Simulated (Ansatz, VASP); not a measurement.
One calculation of SrCl2, two programs

File INCAR:

```
SYSTEM = SrCl2
PREC = Accurate ; ENCUT = 520
EDIFF = 1E-6 ; ISMEAR = -1
SIGMA = 0.02 ; LREAL = .FALSE.
LASPH = .TRUE. ; NELM = 100
ALGO = Normal ; ISIF = 2
LWAVE = .FALSE. ; LCHARG = .TRUE.
GGA = PE ; LELF = .TRUE.
LVHAR = .TRUE. ; NBANDS = 19
```

The input KPOINTS:

```
regular mesh
0
G
  6 6 6
  0 0 0
```

The input POSCAR:

```
SrCl2
1.0
    4.5822166871      0.0000000000      0.0000000000
   -2.2911083435      3.9683160567      0.0000000000
    0.0000000000      0.0000000000      5.3301401890
Sr Cl
1 2
Direct
    0.0000000000      0.0000000000      0.0000000000
    0.3333333333      0.6666666667      0.2425822649
    0.6666666667      0.3333333333      0.7574177351
```

Input for Ansatz:

```yaml
crystal:
  lattice:
    - [4.5822166871, 0.0, 0.0]
    - [-2.2911083435, 3.9683160567, 0.0]
    - [0.0, 0.0, 5.330140189]
  atoms:
    - { symbol: Sr, position: [0.0, 0.0, 0.0] }
    - { symbol: Cl, position: [0.3333333333, 0.6666666667, 0.2425822649] }
    - { symbol: Cl, position: [0.6666666667, 0.3333333333, 0.7574177351] }
kpoints:
  mp_grid: { grid: [6, 6, 6] }
  band_path:
    path:
      - [0.0, 0.0, 0.0]
      - [0.5, 0.0, 0.0]
      - [0.3333333333, 0.3333333333, 0.0]
      - [0.0, 0.0, 0.5]
      - [0.5, 0.0, 0.5]
      - [0.3333333333, 0.3333333333, 0.5]
    npoints: 1
hamiltonian:
  xc: pbe
scf:
  occupations: { method: fermi_dirac, width: 0.02 }
  n_extra_bands: 4
output:
  forces: true
  stress: true
  eigenvalues: true
```

Change from the starting cell: epitaxial_xy strain +4.0%.

Alike in both runs: task single point; functional PBE; k mesh 6 × 6 × 6; occupations fermi-dirac, width 0.02 eV; no spin polarisation.

|  | VASP | Ansatz |
| --- | --- | --- |
| version | VASP 6.6.1 | Ansatz 0.2.0 |
| potentials or method | VASP PAW PBE potentials, release 64 (Sr_sv, Cl) | plane waves, PAW |
| plane-wave cutoff (eV) | 520 | 420 |
| valence electrons in the cell | 24 | 24 |

|  | VASP | Ansatz | Ansatz less VASP |
| --- | --- | --- | --- |
| gap on the k mesh at the Fermi level (eV) | 4.79 | 4.80 | +0.004 |
| pressure (GPa) | 0.0 | -0.1 | -0.08 |
| traceless stress, the component that is largest in VASP (GPa) | 1.22 | 1.27 | +0.041 |
| rms of the force components (eV/Å) | 0.008 | 0.000 | -0.0080 |

Atom by atom the forces differ by 0.008 eV/Å (rms over components).
